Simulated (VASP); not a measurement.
# IrAu: relaxation of cell and atoms with PBE

IrAu:

```
Ir Au
1.0
     0.00000    2.65001    2.65001
     2.65001    0.00000    2.65001
     2.65001    2.65001    0.00000
Ir Au
1 1
Direct
  0.00000 0.00000 0.00000
  0.50000 0.50000 0.50000
```

* Program: VASP 6.6.1
* Task: relaxation of cell and atoms
* Functional: PBE
* Potentials or basis: VASP PAW PBE potentials, release 64 (Ir, Au)
* Cutoff: 600 eV
* k mesh: 18 × 18 × 18
* Occupations: gaussian, width 0.1 eV
* Spin: no spin polarisation
* Dipole correction: no
* Further INCAR settings: ALGO = Fast; EDIFF = 1e-06; IBRION = 2; EDIFFG = -0.01; NSW = 100; ISIF = 3

```json
{
 "Relaxed volume": "18.57 Å³/atom",
 "Relaxed cell": "a = 3.745 Å, b = 3.745 Å, c = 3.745 Å, α = 60.00°, β = 60.00°, γ = 60.00°",
 "Space group after relaxing (to 0.1 Å)": "Fm-3m (No. 225)",
 "Energy gained by relaxing": "0.0 meV/atom",
 "Ionic steps": "3",
 "Pressure after relaxing": "0.0 GPa",
 "Band gap on the k mesh": "zero (bands 10 and 11 overlap by 2.60 eV)"
}
```

Final structure:
```
Ir Au
1.0
     0.00000    2.64810    2.64810
     2.64810    0.00000    2.64810
     2.64810    2.64810    0.00000
Ir Au
1 1
Direct
  0.00000 0.00000 0.00000
  0.50000 0.50000 0.50000
```

Levels at points of the mesh, in eV from the Fermi level:
| k point | band 8 | band 9 | band 10 | band 11 | band 12 | band 13 |
| --- | --- | --- | --- | --- | --- | --- |
| (0.00, 0.00, 0.00) | 0.21 | 0.21 | 1.81 | 1.81 | 9.54 | 9.54 |
| (0.50, 0.00, 0.00) | -2.24 | -1.99 | -0.79 | -0.79 | 0.20 | 11.66 |
| (0.50, 0.50, 0.00) | -0.41 | -0.41 | 0.25 | 1.74 | 4.10 | 4.25 |

It took 6.5 min on 1 thread of AMD EPYC 7R13 (shared host), peak memory 0.26 GiB.

Caveat: spin-orbit coupling is left out, which moves the levels of the heavy elements.
